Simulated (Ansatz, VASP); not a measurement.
# Two plane-wave programs on Si

```
Si
1.0
     2.54563    0.00000    0.00000
    -1.27281    2.20458    0.00000
     0.00000    0.00000    4.50627
Si
2
Direct
  0.33333 0.66667 0.25000
  0.66667 0.33333 0.75000
```

Change from the starting cell: strain -0.0450 x Voigt [1, 1, 0, 0, 0, 0], atoms carried along.

Alike in both runs: task single point; functional r2SCAN; k mesh 24 × 24 × 10; occupations gaussian, width 0.15 eV; no spin polarisation.

```csv
,VASP,Ansatz
version,VASP 6.6.1,Ansatz 0.2.0
potentials or method,"VASP PAW PBE potentials, release 64 (Si), cutoff 520 eV","scalar-relativistic, plane waves, PAW"
valence electrons in the cell,8,8
```

VASP gave:

```
gap on the k mesh at the Fermi level (eV)                     : none
pressure (GPa)                                                : 9.5
traceless stress, the component that is largest in VASP (GPa) : -3.18
```

Estimate Ansatz's values.

gap on the k mesh at the Fermi level (eV): none; pressure (GPa): 9.4; traceless stress, the component that is largest in VASP (GPa): -3.24.

VASP's potentials were made for PBE, not for r2SCAN. A gap of «none» marks a metal or a gap that the smearing closes.
